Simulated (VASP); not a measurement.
A run of VASP 6.6.1 is set up as follows.

The input INCAR:

```
SYSTEM = Li2Bi
PREC     = Accurate       ! precision mode
ENCUT    = 600            ! plane-wave cutoff, eV
EDIFF    = 1E-6           ! SCF threshold, eV
ISMEAR   = 0              ! smearing method
SIGMA    = 0.1            ! smearing width, eV
LREAL    = .False.        ! projectors in reciprocal space
LASPH    = .True.         ! aspherical terms in the spheres
NELM     = 100            ! most SCF steps
ALGO     = Fast           ! electronic algorithm
ISIF     = 3              ! what is computed and relaxed
LWAVE    = .False.        ! write WAVECAR
LCHARG   = .False.        ! write CHGCAR
GGA      = PE             ! functional
IBRION   = 2              ! ionic algorithm
NSW      = 100            ! ionic steps
EDIFFG   = -0.01          ! ionic threshold
```

KPOINTS

```
regular mesh
0
Gamma
  8 8 8
  0 0 0
```

Contents of POSCAR:

```
Li2Bi
1.0
    0.0000000000      4.0187937421      4.0187937421
    4.0187937421      0.0000000000      4.0187937421
    4.0187937421      4.0187937421      0.0000000000
Li Bi
4 2
Direct
    0.1250000000      0.1250000000      0.1250000000
    0.6250000000      0.1250000000      0.1250000000
    0.1250000000      0.1250000000      0.6250000000
    0.1250000000      0.6250000000      0.1250000000
    0.5000000000      0.5000000000      0.5000000000
    0.7500000000      0.7500000000      0.7500000000
```

Potentials or basis: VASP PAW PBE potentials, release 64 (Li_sv, Bi_d).

Command:

```console
$ cat potpaw_PBE.64/Li_sv/POTCAR potpaw_PBE.64/Bi_d/POTCAR > POTCAR
$ mpirun -np 1 vasp_std > vasp.out
```

(1) What does it give for the space group after relaxing (to 0.05 Å)?

(2) What does it give for the band gap on the k mesh?

Results:

(1) Fd-3m (No. 227).

(2) zero (band 21 reaches 6.17 eV, above the bottom of band 22 at 3.18 eV).

Caveat: spin-orbit coupling is left out, which moves the levels of the heavy elements.
